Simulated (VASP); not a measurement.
# Hf4N in VASP: a series of runs, part 2 of 2

VASP 6.6.1.

### Step 4. Single point, PBE+D3(BJ)

File INCAR:

```
PREC     = Accurate       # precision mode
ENCUT    = 520            # plane-wave cutoff, eV
EDIFF    = 1E-7           # SCF threshold, eV
ISMEAR   = 0              # smearing method
SIGMA    = 0.1            # smearing width, eV
LREAL    = F              # projectors in reciprocal space
LASPH    = T              # aspherical terms in the spheres
NELM     = 60             # most SCF steps
ALGO     = Normal         # electronic algorithm
ISIF     = 2              # what is computed and relaxed
LWAVE    = F              # write WAVECAR
LCHARG   = F              # write CHGCAR
LDIPOL   = T            
IDIPOL   = 3            
DIPOL    = 0.5 0.5 0.312
GGA      = PE             # functional
IVDW     = 12             # dispersion correction
NBANDS   = 56             # bands
```

File KPOINTS:

```
Automatic mesh
0
Gamma
  4 6 1
```

File POSCAR:

```
Hf4N
1.0
    6.3423521406      0.0000000000      0.0000000000
    0.0000000000      5.0167614026      0.0000000000
    0.0000000000      0.0000000000     22.1665201410
Hf N
8 2
Direct
    0.0000000000      0.7500000000      0.1804523206
    0.5000000000      0.7500000000      0.1804523206
    0.2500000000      0.2500000000      0.2217506242
    0.7500000000      0.2500000000      0.2217506242
    0.2500000000      0.7500000000      0.2964821324
    0.7500000000      0.7500000000      0.2964821324
    0.0000000000      0.2500000000      0.3368377216
    0.5000000000      0.2500000000      0.3368377216
    0.2500000000      0.2500000000      0.4992448102
    0.2500000000      0.2500000000      0.5488691984
```

Potentials or basis: VASP PAW PBE potentials, release 64 (Hf_pv, N).

The run is started by

```
$ cat potpaw_PBE.64/Hf_pv/POTCAR potpaw_PBE.64/N/POTCAR > POTCAR
$ mpirun -np 1 vasp_std > vasp.out
```

OUTCAR:

```text
PREC = Accurate
   ENCUT = 520
   EDIFF = 1E-7
   ISMEAR = 0
   LREAL = F
   LASPH = T
   NELM = 60
   ISIF = 2
   GGA = PE
   IVDW = 12
 IVDW          = 12

 ion  position               nearest neighbor table
   1  0.000  0.750  0.180-   5 3.02   6 3.02   3 3.11   4 3.11   3 3.11   4 3.11   2 3.17   2 3.17

   2  0.500  0.750  0.180-   5 3.02   6 3.02   3 3.11   4 3.11   3 3.11   4 3.11   1 3.17   1 3.17

   3  0.250  0.250  0.222-   7 3.00   8 3.00   5 3.01   5 3.01   1 3.11   1 3.11   2 3.11   2 3.11
[... 938 lines left out ...]
  external pressure =       -5.66 kB  Pullay stress =        0.00 kB

 VOLUME and BASIS-vectors are now :
 -----------------------------------------------------------------------------
  energy-cutoff  :      520.00
  volume of cell :      705.30
      direct lattice vectors                 reciprocal lattice vectors
     6.342352141  0.000000000  0.000000000     0.157670211  0.000000000  0.000000000
     0.000000000  5.016761403  0.000000000     0.000000000  0.199331784  0.000000000
     0.000000000  0.000000000 22.166520141     0.000000000  0.000000000  0.045113080

 POSITION                                       TOTAL-FORCE (eV/Angst)
 -----------------------------------------------------------------------------------
      0.00000      3.76257      4.00000        -0.000868      0.000000      0.148910
      3.17118      3.76257      4.00000         0.000868      0.000000      0.148910
      1.58559      1.25419      4.91544         0.000000      0.000000     -0.094626
      4.75676      1.25419      4.91544         0.000000      0.000000     -0.125691
      1.58559      3.76257      6.57198         0.000000      0.000000     -0.063398
      4.75676      3.76257      6.57198         0.000000      0.000000      0.020878
      0.00000      1.25419      7.46652        -0.070015     -0.000000      0.002316
      3.17118      1.25419      7.46652         0.070015      0.000000      0.002316
      1.58559      1.25419     11.06652         0.000000      0.000000     -2.213192
      1.58559      1.25419     12.16652         0.000000      0.000000      2.173576
 -----------------------------------------------------------------------------------
    total drift:                                0.000000     -0.000000     -0.000529

  FREE ENERGIE OF THE ION-ELECTRON SYSTEM (eV)
  ---------------------------------------------------
  free  energy   TOTEN  =       -90.6521502790 eV

  energy  without entropy=      -90.5912228559  energy(sigma->0) =      -90.62168657

 vacuum level on the upper side and lower side of the slab         2.510         2.646
```

OSZICAR:

```text
N       E                     dE             d eps       ncg     rms          rms(c)
DAV:   1     0.419427528512E+03    0.41943E+03   -0.46635E+04  1824   0.128E+03
DAV:   2    -0.485239635763E+02   -0.46795E+03   -0.45456E+03  1688   0.284E+02
DAV:   3    -0.942059575227E+02   -0.45682E+02   -0.44297E+02  1536   0.666E+01
[... 23 lines left out ...]
DAV:  27    -0.885708451366E+02   -0.28512E-05   -0.29929E-07  1200   0.148E-03    0.163E-03
DAV:  28    -0.885708461166E+02   -0.98001E-06   -0.70985E-08  1048   0.762E-04    0.142E-03
DAV:  29    -0.885708464223E+02   -0.30575E-06   -0.33894E-08  1016   0.473E-04    0.520E-04
DAV:  30    -0.885708465389E+02   -0.11652E-06   -0.46900E-08  1032   0.410E-04    0.390E-04
DAV:  31    -0.885708465854E+02   -0.46561E-07   -0.23014E-08  1000   0.304E-04
   1 F= -.90652150E+02 E0= -.90621687E+02  d E =-.609274E-01
```

Run time: 13 min. Hardware: 1 thread of Intel Xeon 6975P-C (Granite Rapids), shared host; peak memory 0.84 GiB.

What came out:

```
Free energy                : -90.6522 eV
Largest force              : 2.213 eV/Å
Band gap on the k mesh     : zero (bands 45 and 46 overlap by 0.46 eV)
Dispersion energy per atom : -0.208 eV
```

Forces on the atoms (eV/Å):
```
Hf  -0.001  0.000  0.149
Hf   0.001  0.000  0.149
Hf   0.000  0.000 -0.095
Hf   0.000  0.000 -0.126
Hf   0.000  0.000 -0.063
Hf   0.000  0.000  0.021
Hf  -0.070  0.000  0.002
Hf   0.070  0.000  0.002
N    0.000  0.000 -2.213
N    0.000  0.000  2.174
```

Caveat: the standard files for N, O and F lose accuracy on very short bonds; spin-orbit coupling is left out, which moves the levels of the heavy elements.

### Step 5. Single point, PBE+D3(BJ)

File INCAR:

```
SYSTEM = Hf4N
  ALGO = Normal
  DIPOL = 0.5 0.5 0.312
  EDIFF = 1E-6
  ENCUT = 520
  GGA = PE
  IDIPOL = 3
  ISIF = 2
  ISMEAR = 0
  IVDW = 12
  LASPH = .TRUE.
  LCHARG = .FALSE.
  LDIPOL = .TRUE.
  LREAL = .FALSE.
  LWAVE = .FALSE.
  NBANDS = 56
  NELM = 60
  PREC = Accurate
  SIGMA = 0.1
```

File KPOINTS:

```
k-points
0
G
  4 6 1
  0 0 0
```

Edit POSCAR of step 4 so:

```diff
@@ -16,3 +16,3 @@
     0.5000000000      0.2500000000      0.3368377216
-    0.2500000000      0.2500000000      0.4992448102
-    0.2500000000      0.2500000000      0.5488691984
+    0.2500000000      0.7500000000      0.4992448102
+    0.2500000000      0.7500000000      0.5488691984
```

The run is started by

```
$ cat potpaw_PBE.64/Hf_pv/POTCAR potpaw_PBE.64/N/POTCAR > POTCAR
$ mpirun -np 1 vasp_std > vasp.out
```

Run time: 14 min. Hardware: 1 thread of Intel Xeon 6975P-C (Granite Rapids), shared host; peak memory 0.87 GiB.

It converged, with:

- Free energy: -90.6150 eV
- Largest force: 2.197 eV/Å
- Band gap on the k mesh: zero (bands 45 and 46 overlap by 0.46 eV)
- Dispersion energy per atom: -0.208 eV

Forces on the atoms (eV/Å):
```
Hf   0.007  0.000  0.142
Hf  -0.007  0.000  0.142
Hf   0.000  0.000 -0.087
Hf   0.000  0.000 -0.063
Hf   0.000  0.000 -0.025
Hf   0.000  0.000 -0.015
Hf  -0.038  0.000 -0.051
Hf   0.038  0.000 -0.051
N    0.000  0.000 -2.188
N    0.000  0.000  2.197
```

Levels at points of the mesh, in eV from the Fermi level:
| k point | band 42 | band 43 | band 44 | band 45 | band 46 | band 47 | band 48 | band 49 |
| --- | --- | --- | --- | --- | --- | --- | --- | --- |
| (0.00, 0.00, 0.00) | -0.71 | -0.40 | -0.31 | 0.12 | 0.43 | 0.46 | 0.70 | 0.87 |
| (0.50, 0.00, 0.00) | -0.43 | -0.42 | -0.36 | -0.35 | -0.34 | -0.32 | 0.22 | 0.22 |
| (0.00, 0.50, 0.00) | -0.46 | -0.43 | -0.28 | -0.26 | 0.48 | 0.49 | 0.58 | 0.61 |
| (0.50, 0.50, 0.00) | -0.17 | -0.17 | -0.16 | -0.16 | 0.04 | 0.06 | 0.06 | 0.07 |

Caveat: the standard files for N, O and F lose accuracy on very short bonds; spin-orbit coupling is left out, which moves the levels of the heavy elements.

### Step 6. Single point, PBE+D3(BJ)

File INCAR:

```
PREC     = Accurate       # precision mode
ENCUT    = 520            # plane-wave cutoff, eV
EDIFF    = 1E-7           # SCF threshold, eV
ISMEAR   = 0              # smearing method
SIGMA    = 0.1            # smearing width, eV
LREAL    = F              # projectors in reciprocal space
LASPH    = T              # aspherical terms in the spheres
NELM     = 60             # most SCF steps
ALGO     = Fast           # electronic algorithm
ISIF     = 2              # what is computed and relaxed
LWAVE    = F              # write WAVECAR
LCHARG   = F              # write CHGCAR
LDIPOL   = T            
IDIPOL   = 3            
DIPOL    = 0.5 0.5 0.312
GGA      = PE             # functional
IVDW     = 12             # dispersion correction
NBANDS   = 56             # bands
```

File KPOINTS:

```
Automatic mesh
0
Gamma
  4 6 1
```

Edit POSCAR of step 5 so:

```diff
@@ -16,3 +16,3 @@
     0.5000000000      0.2500000000      0.3368377216
-    0.2500000000      0.7500000000      0.4992448102
-    0.2500000000      0.7500000000      0.5488691984
+    0.2500000000      0.2500000000      0.4992448102
+    0.2500000000      0.2500000000      0.5488691984
```

Potentials or basis: VASP PAW PBE potentials, release 64 (Hf_pv, N).

The run is started by

```
$ cat potpaw_PBE.64/Hf_pv/POTCAR potpaw_PBE.64/N/POTCAR > POTCAR
$ mpirun -np 1 vasp_std > vasp.out
```

Run time: 35 min. Hardware: 1 thread of Oxide Virtual Turin-like, shared host; peak memory 0.88 GiB.

Results (log left out):

```
Free energy                : -90.6522 eV
Largest force              : 2.214 eV/Å
Band gap on the k mesh     : zero (bands 45 and 46 overlap by 0.46 eV)
Dispersion energy per atom : -0.208 eV
```

Forces on the atoms (eV/Å):
```
Hf  -0.001  0.000  0.149
Hf   0.001  0.000  0.149
Hf   0.000  0.000 -0.094
Hf   0.000  0.000 -0.125
Hf   0.000  0.000 -0.063
Hf   0.000  0.000  0.021
Hf  -0.070  0.000  0.002
Hf   0.070  0.000  0.002
N    0.000  0.000 -2.214
N    0.000  0.000  2.174
```

Levels at points of the mesh, in eV from the Fermi level:
```
           k point  band 42  band 43  band 44  band 45  band 46  band 47  band 48  band 49
(0.00, 0.00, 0.00)    -0.72    -0.41    -0.31     0.12     0.42     0.50     0.70     0.86
(0.50, 0.00, 0.00)    -0.44    -0.43    -0.38    -0.35    -0.35    -0.26     0.21     0.22
(0.00, 0.50, 0.00)    -0.45    -0.45    -0.28    -0.26     0.48     0.48     0.59     0.60
(0.50, 0.50, 0.00)    -0.17    -0.17    -0.16    -0.16     0.03     0.05     0.05     0.06
```

Caveat: the standard files for N, O and F lose accuracy on very short bonds; spin-orbit coupling is left out, which moves the levels of the heavy elements.

### Step 7. Single point, PBE+D3(BJ)

File INCAR:

```
SYSTEM = Hf4N
  ALGO = Fast
  DIPOL = 0.5 0.5 0.312
  EDIFF = 1E-6
  ENCUT = 520
  GGA = PE
  IDIPOL = 3
  ISIF = 2
  ISMEAR = 0
  IVDW = 12
  LASPH = .TRUE.
  LCHARG = .FALSE.
  LDIPOL = .TRUE.
  LREAL = .FALSE.
  LWAVE = .FALSE.
  NBANDS = 56
  NELM = 60
  PREC = Accurate
  SIGMA = 0.1
```

File KPOINTS:

```
k-points
0
G
  4 6 1
  0 0 0
```

Edit POSCAR of step 6 so:

```diff
@@ -16,3 +16,3 @@
     0.5000000000      0.2500000000      0.3368377216
-    0.2500000000      0.2500000000      0.4992448102
-    0.2500000000      0.2500000000      0.5488691984
+    0.2500000000      0.7500000000      0.4992448102
+    0.2500000000      0.7500000000      0.5488691984
```

The run is started by

```
$ cat potpaw_PBE.64/Hf_pv/POTCAR potpaw_PBE.64/N/POTCAR > POTCAR
$ mpirun -np 1 vasp_std > vasp.out
```

It took 30 min on 1 thread of Oxide Virtual Turin-like, shared host; peak memory 0.86 GiB.

Results (log left out):

```
Free energy                : -90.6150 eV
Largest force              : 2.197 eV/Å
Band gap on the k mesh     : zero (bands 45 and 46 overlap by 0.46 eV)
Dispersion energy per atom : -0.208 eV
```

Forces on the atoms (eV/Å):
```
Hf   0.007  0.000  0.142
Hf  -0.007  0.000  0.142
Hf   0.000  0.000 -0.087
Hf   0.000  0.000 -0.063
Hf   0.000  0.000 -0.026
Hf   0.000  0.000 -0.015
Hf  -0.038  0.000 -0.051
Hf   0.038  0.000 -0.051
N    0.000  0.000 -2.188
N    0.000  0.000  2.197
```

Levels at points of the mesh, in eV from the Fermi level:
```csv
k point,band 43,band 44,band 45,band 46,band 47,band 48
"(0.00, 0.00, 0.00)",-0.40,-0.31,0.12,0.43,0.46,0.70
"(0.50, 0.00, 0.00)",-0.42,-0.36,-0.35,-0.34,-0.32,0.22
"(0.00, 0.50, 0.00)",-0.43,-0.28,-0.26,0.48,0.49,0.58
"(0.50, 0.50, 0.00)",-0.17,-0.16,-0.16,0.04,0.06,0.06
```

Caveat: the standard files for N, O and F lose accuracy on very short bonds; spin-orbit coupling is left out, which moves the levels of the heavy elements.

### Step 8. Overview

```tsv
cell	gap on the mesh (eV)	largest force (eV/Å)
as given, atomic positions A	none	2.30
as given, atomic positions B	none	2.19
as given, atomic positions C	none	2.21
as given, atomic positions D	none	2.20
```

Alike in all rows: task single point; level PBE+D3(BJ); potentials or basis VASP PAW PBE potentials, release 64 (Hf_pv, N); no spin polarisation; k mesh 4 × 6 × 1; cutoff (eV) 520; smearing gaussian 0.1 eV.

Caveats: the standard files for N, O and F lose accuracy on very short bonds; spin-orbit coupling is left out, which moves the levels of the heavy elements.

Total energies depend on the potentials used, so only differences within one code and one set of settings carry meaning.
